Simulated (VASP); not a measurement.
# AlRu (Pm-3m) in VASP: relaxation of cell and atoms with PBE

Aim: the relaxation of cell and atoms of AlRu with PBE.

Everything below comes from runs of VASP 6.6.1. Logs are shortened: lines on timing, memory, paths and dates and some standing lists are left out, and cuts for length are marked.

## (1) The cell of the first run

The structure is cubic, space group Pm-3m (No. 221). The conventional cell has a = 2.990 Å, b = 2.990 Å, c = 2.990 Å, α = 90.00°, β = 90.00°, γ = 90.00°. Within 3.4 Å of Ru (site symmetry m-3m) lie 8 Al at 2.59 Å and 6 Ru at 2.99 Å. Within 3.4 Å of Al (site symmetry m-3m) lie 8 Ru at 2.59 Å and 6 Al at 2.99 Å.

## (2) Relaxation of cell and atoms, PBE

Contents of INCAR:

```
SYSTEM = AlRu
PREC = Accurate
ENCUT = 600
EDIFF = 1E-6
ISMEAR = 0
SIGMA = 0.1
LREAL = .FALSE.
LASPH = .TRUE.
NELM = 100
ALGO = Fast
ISIF = 3
LWAVE = .FALSE.
LCHARG = .FALSE.
GGA = PE
IBRION = 2
NSW = 80
EDIFFG = -0.005
```

Contents of KPOINTS:

```
regular mesh
0
G
  16 16 16
  0 0 0
```

Contents of POSCAR:

```
AlRu
1.0
    2.9900000000      0.0000000000      0.0000000000
    0.0000000000      2.9900000000      0.0000000000
    0.0000000000      0.0000000000      2.9900000000
Ru Al
1 1
Direct
    0.0000000000      0.0000000000      0.0000000000
    0.5000000000      0.5000000000      0.5000000000
```

Potentials or basis: VASP PAW PBE potentials, release 64 (Ru_pv, Al).

The run is started by

```
$ cat potpaw_PBE.64/Ru_pv/POTCAR potpaw_PBE.64/Al/POTCAR > POTCAR
$ mpirun -np 1 vasp_std > vasp.out
```

OUTCAR:

```text
SYSTEM = AlRu
   PREC = Accurate
   ENCUT = 600
   EDIFF = 1E-6
   ISMEAR = 0
   LREAL = .FALSE.
   LASPH = .TRUE.
   NELM = 100
   ISIF = 3
   GGA = PE
   IBRION = 2
   NSW = 80
   EDIFFG = -0.005

 ion  position               nearest neighbor table
   1  0.000  0.000  0.000-   2 2.59   2 2.59   2 2.59   2 2.59   2 2.59   2 2.59   2 2.59   2 2.59

   2  0.500  0.500  0.500-   1 2.59   1 2.59   1 2.59   1 2.59   1 2.59   1 2.59   1 2.59   1 2.59

  LATTYP: Found a simple cubic cell.
 ALAT       =     2.9900000000

  Lattice vectors:

 A1 = (   2.9900000000,   0.0000000000,   0.0000000000)
 A2 = (   0.0000000000,   2.9900000000,   0.0000000000)
 A3 = (   0.0000000000,   0.0000000000,   2.9900000000)

Analysis of symmetry for initial positions (statically):
=====================================================================
 Subroutine PRICEL returns:
 Original cell was already a primitive cell.

 Routine SETGRP: Setting up the symmetry group for a
 simple cubic supercell.

 Subroutine GETGRP returns: Found 48 space group operations
 (whereof 48 operations were pure point group operations)
 out of a pool of 48 trial point group operations.

The static configuration has the point symmetry O_h .

Analysis of symmetry for dynamics (positions and initial velocities):
=====================================================================
 Subroutine PRICEL returns:
 Original cell was already a primitive cell.

 Routine SETGRP: Setting up the symmetry group for a
 simple cubic supercell.

 Subroutine GETGRP returns: Found 48 space group operations
 (whereof 48 operations were pure point group operations)
 out of a pool of 48 trial point group operations.

The dynamic configuration has the point symmetry O_h .

 Subroutine INISYM returns: Found 48 space group operations
 (whereof 48 operations are pure point group operations),
 and found     1 'primitive' translations

----------------------------------------------------------------------------------------

                                     Primitive cell

  volume of cell :      26.7309

  direct lattice vectors                    reciprocal lattice vectors
     2.990000000  0.000000000  0.000000000     0.334448161  0.000000000  0.000000000
     0.000000000  2.990000000  0.000000000     0.000000000  0.334448161  0.000000000
     0.000000000  0.000000000  2.990000000     0.000000000  0.000000000  0.334448161

  length of vectors
     2.990000000  2.990000000  2.990000000     0.334448161  0.334448161  0.334448161

  position of ions in fractional coordinates (direct lattice)
     0.000000000  0.000000000  0.000000000
     0.500000000  0.500000000  0.500000000
[... 102 lines left out ...]
   GGA     = PE    functional components
   LHFCALC =     F    Hartree Fock is set to
   AEXX    =    0.0000 exact exchange contribution
   IVDW    =     0    specifies the selected vdW correction
   LEPSILON=     F    determine dielectric tensor
   LRPA    =     F    only Hartree local field effects (RPA)
 conjugate gradient relaxation of ions
 non-spin polarized calculation
 RMM-DIIS sequential band-by-band and
 Gauss-broadening in eV      SIGMA  =   0.10
  energy-cutoff  :      600.00
  volume of cell :       26.73
 maximum number of plane-waves:       912
 NGX is ok and might be reduce to    24
   NGX = 11   NGY = 11   NGZ = 11

--------------------------------------- Ionic step        1  -------------------------------------------

 number of electron      16.9999995 magnetization

 Free energy of the ion-electron system (eV)
  ---------------------------------------------------
  ext. energy  EPLUGINS =         0.00000000
  ---------------------------------------------------
  free energy    TOTEN  =       -14.25836975 eV

  energy without entropy =      -14.24962487  energy(sigma->0) =      -14.25399731

------------------------ aborting loop because EDIFF is reached ----------------------------------------

  FORCE on cell =-STRESS in cart. coord.  units (eV):
  Direction    XX          YY          ZZ          XY          YZ          ZX
  --------------------------------------------------------------------------------------
  -------------------------------------------------------------------------------------
  Total        0.4897689      0.4897689      0.4897689      0.0000000      0.0000000     -0.0000000
  in kB       29.3554150     29.3554150     29.3554150      0.0000000      0.0000000     -0.0000000
  external PRESSURE =      29.3554150 kB  Pullay stress =       0.0000000 kB
[... 59 lines left out ...]
--------------------------------------- Ionic step        3  -------------------------------------------

 number of electron      16.9999996 magnetization

 Free energy of the ion-electron system (eV)
  ---------------------------------------------------
  ext. energy  EPLUGINS =         0.00000000
  ---------------------------------------------------
  free energy    TOTEN  =       -14.26161289 eV

  energy without entropy =      -14.25273189  energy(sigma->0) =      -14.25717239

 E-fermi :  10.5639     XC(G=0): -12.5050

 val. band max:       10.5610299068   @ k =   0.4375   0.4375   0.1250
 cond. band min:      10.5710075320   @ k =   0.0625   0.0625   0.0625
 fundamental gap:      0.0099776252
 Fermi energy:        10.5639462309

 k-point     1 :       0.0000    0.0000    0.0000
  band No.  band energies     occupation
      1     -31.2145      2.00000
      2     -31.2145      2.00000
      3     -31.2145      2.00000
      4       0.9448      2.00000
      5       7.0473      2.00000
      6       7.0473      2.00000
      7      10.7240      0.02359
      8      10.7240      0.02359
      9      10.7240      0.02359
     10      16.5708      0.00000
     11      16.5708      0.00000
     12      16.5708      0.00000
[... 331 lines left out ...]
 k-point    24 :       0.5000    0.1250    0.0000
  band No.  band energies     occupation
      1     -31.4105      2.00000
      2     -31.2258      2.00000
      3     -31.1949      2.00000
      4       5.0276      2.00000
      5       5.0906      2.00000
      6       7.9953      2.00000
      7       8.9389      2.00000
      8       9.0308      2.00000
      9      10.6908      0.07285
     10      12.7704      0.00000
     11      18.1119      0.00000
     12      20.1012      0.00000

 [... further k-points ...]

------------------------ aborting loop because EDIFF is reached ----------------------------------------

  FORCE on cell =-STRESS in cart. coord.  units (eV):
  Direction    XX          YY          ZZ          XY          YZ          ZX
  --------------------------------------------------------------------------------------
  -------------------------------------------------------------------------------------
  Total        0.0073034      0.0073034      0.0073034      0.0000000      0.0000000     -0.0000000
  in kB        0.4318683      0.4318683      0.4318683      0.0000000      0.0000000     -0.0000000
  external PRESSURE =       0.4318683 kB  Pullay stress =       0.0000000 kB
[... 17 lines left out ...]
  FREE ENERGIE OF THE ION-ELECTRON SYSTEM (eV)
  ---------------------------------------------------
  free  energy   TOTEN  =       -14.2616128943 eV

  energy  without entropy=      -14.2527318930  energy(sigma->0) =      -14.25717239

 reached required accuracy - stopping structural energy minimisation
```

OSZICAR:

```text
N       E                     dE             d eps       ncg     rms          rms(c)
DAV:   1     0.128249954994E+03    0.12825E+03   -0.10155E+04  3960   0.149E+03
DAV:   2    -0.121880726401E+02   -0.14044E+03   -0.13523E+03  4268   0.373E+02
[... 28 lines left out ...]
RMM:   4    -0.142618397628E+02   -0.80142E-04   -0.10547E-02  3960   0.745E-01    0.106E-01
RMM:   5    -0.142615702388E+02    0.26952E-03   -0.12753E-03  3960   0.325E-01    0.495E-02
RMM:   6    -0.142616067551E+02   -0.36516E-04   -0.15617E-04  3960   0.140E-01    0.144E-02
RMM:   7    -0.142616128767E+02   -0.61215E-05   -0.53137E-05  3970   0.752E-02    0.535E-03
RMM:   8    -0.142616125917E+02    0.28500E-06   -0.10576E-05  3920   0.377E-02    0.429E-03
RMM:   9    -0.142616128943E+02   -0.30260E-06   -0.30559E-06  2710   0.179E-02
   3 F= -.14261613E+02 E0= -.14257172E+02  d E =-.324314E-02
```

CONTCAR:

```text
AlRu
   1.00000000000000
     3.0035097330815348   -0.0000000000000000   -0.0000000000000000
     0.0000000000000000    3.0035097330815348    0.0000000000000000
     0.0000000000000000    0.0000000000000000    3.0035097330815348
  Ru              Al
     1     1
Direct
     0.0000000000000000    0.0000000000000000    0.0000000000000000
     0.5000000000000000    0.5000000000000000    0.5000000000000000

  0.00000000E+00  0.00000000E+00  0.00000000E+00
  0.00000000E+00  0.00000000E+00  0.00000000E+00
```

Wall time 47 s (1 thread of Intel Xeon Platinum 8488C (Sapphire Rapids), shared host); peak memory 0.2 GiB.

Results:

```yaml
Free_energy: -14.2616 eV
Relaxed_volume: 13.55 Å³/atom
Relaxed_cell: a = 3.004 Å, b = 3.004 Å, c = 3.004 Å, α = 90.00°, β = 90.00°, γ = 90.00°
Space_group_after_relaxing_to_0.1_Å: Pm-3m (No. 221)
Energy_gained_by_relaxing: 1.6 meV/atom
Ionic_steps: 3
Pressure_after_relaxing: 0.0 GPa
Band_gap_on_the_k_mesh: zero (an odd number of electrons rules out a gap without spin polarisation)
```

The path:
```
step  energy change (eV)  largest force (eV/Å)  pressure (GPa)  volume (Å³)
   1              0.0000                0.0000            2.94        26.73
   2              0.0047                0.0000           -4.11        27.69
   3             -0.0032                0.0000            0.04        27.09
```

Final structure:
```
Ru Al
1.0
     3.00351    0.00000    0.00000
     0.00000    3.00351    0.00000
     0.00000    0.00000    3.00351
Ru Al
1 1
Cartesian
  0.0000 0.0000 0.0000
  1.5018 1.5018 1.5018
```
